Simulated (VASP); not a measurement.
Set up this calculation in VASP 6.6.1, as the native input.

```
Task                   : electric field gradients
Functional             : PBEsol
Potentials or basis    : VASP PAW PBE potentials, release 64 (Ta_pv, N)
Cutoff                 : 520 eV
k mesh                 : 9 × 9 × 9
Occupations            : fermi-dirac, width 0.02 eV
Spin                   : no spin polarisation
Dipole correction      : no
Further INCAR settings : ALGO = Normal; EDIFF = 1e-08; NBANDS = 15
```

The structure of TaN lies in POSCAR:

```
TaN
1.0
    0.0000000000      2.1790000000      2.1572100000
    2.1790000000      0.0000000000      2.1572100000
    2.1790000000      2.1790000000      0.0000000000
Ta N
1 1
Direct
    0.5000000000      0.5000000000      0.5000000000
    0.0000000000      0.0000000000      0.0000000000
```

This cell differs from its parent crystal: zz strain of -1 %.

One way to write it, as run:

INCAR

```
SYSTEM = TaN
  PREC = Accurate
  ENCUT = 520
  EDIFF = 1E-8
  ISMEAR = -1
  SIGMA = 0.02
  LREAL = .False.
  LASPH = .True.
  NELM = 120
  ALGO = Normal
  ISIF = 2
  LWAVE = .False.
  LCHARG = .False.
  GGA = PS
  LEFG = .True.
  NBANDS = 15
  GGA_COMPAT = .False.
```

KPOINTS

```
Automatic mesh
0
Gamma
  9 9 9
  0 0 0
```

Potentials or basis: VASP PAW PBE potentials, release 64 (Ta_pv, N).

Run with:

```console
$ cat potpaw_PBE.64/Ta_pv/POTCAR potpaw_PBE.64/N/POTCAR > POTCAR
$ mpirun -np 1 vasp_std > vasp.out
```

Results of the run:

- Pressure: 9.4 GPa
- Band gap on the k mesh: zero (band 8 reaches 11.44 eV, above the bottom of band 9 at 7.53 eV)

Caveat: the cell differs from its parent crystal (zz strain of -1 %); without QUAD_EFG the Cq values of the log hold for a quadrupole moment of 1 mb, not for the nuclei; the PAW data sets were made with another functional, which shifts forces and pressure a little; spin-orbit coupling is left out, which moves the levels of the heavy elements.

Run time: 17 s on 1 thread of Intel Xeon 6975P-C (shared host), peak memory 0.16 GiB.
